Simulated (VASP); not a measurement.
MoS2:

```
Mo S
1.0
     1.58000    0.91221    6.15000
    -1.58000    0.91221    6.15000
     0.00000   -1.82443    6.15000
Mo S
1 2
Direct
  0.00000 0.00000 0.00000
  0.41700 0.41700 0.41700
  0.25000 0.25000 0.25000
```

```yaml
Program: VASP 6.6.1
Task: relaxation of cell and atoms
Functional: PBEsol
Dispersion: D4
Potentials_or_basis: VASP PAW PBE potentials, release 64 (Mo_sv, S)
Cutoff: 600 eV
k_mesh: 10 × 10 × 10
Occupations: fermi-dirac, width 0.05 eV
Spin: no spin polarisation
```

At the start: pressure -1.8 GPa; volume 17.73 Å³/atom.

Question: Where does the relaxation end?

Answer: Over 20 steps the energy falls by 9.3 meV/atom and the volume is 16.68 Å³/atom (-5.9 %); space group R3m (No. 160, to 0.1 Å) before and after.

The path:
| step | energy change (eV) | largest force (eV/Å) | pressure (GPa) | volume (Å³) |
| --- | --- | --- | --- | --- |
| 1 | 0.0000 | 0.2608 | -1.79 | 53.18 |
| 2 | -0.0104 | 0.3689 | 1.60 | 51.67 |
| 3 | -0.0118 | 0.3164 | 0.68 | 52.05 |
| 4 | -0.0124 | 0.1431 | -1.26 | 52.11 |
| 5 | -0.0144 | 0.0678 | -0.38 | 52.08 |
| 6 | -0.0170 | 0.0784 | -0.26 | 51.83 |
| 7 | -0.0223 | 0.2382 | 0.11 | 51.08 |
| 8 | -0.0206 | 0.6168 | 1.22 | 49.57 |
| 9 | -0.0238 | 0.3806 | 0.57 | 50.49 |
| 10 | -0.0249 | 0.3325 | 0.45 | 50.43 |
| 11 | -0.0271 | 0.1902 | 0.15 | 50.24 |
| 12 | -0.0271 | 0.1366 | -0.40 | 49.85 |
| 13 | -0.0279 | 0.0658 | -0.12 | 50.04 |
| 14 | -0.0280 | 0.0394 | -0.04 | 50.03 |
| 15 | -0.0280 | 0.0090 | 0.14 | 50.02 |
| 16 | -0.0280 | 0.0118 | 0.11 | 50.02 |
| 17 | -0.0280 | 0.0029 | 0.08 | 50.04 |
| 18 | -0.0280 | 0.0124 | 0.00 | 50.06 |
| 19 | -0.0280 | 0.0106 | 0.00 | 50.06 |
| 20 | -0.0280 | 0.0057 | 0.02 | 50.05 |

Final structure:
```
Mo S
1.0
     1.56366    0.90278    5.90894
    -1.56366    0.90278    5.90894
     0.00000   -1.80556    5.90894
Mo S
1 2
Direct
  0.00009 0.00009 0.00009
  0.42137 0.42137 0.42137
  0.24555 0.24555 0.24555
```

Caveat: the PAW data sets were made with another functional, which shifts forces and pressure a little.
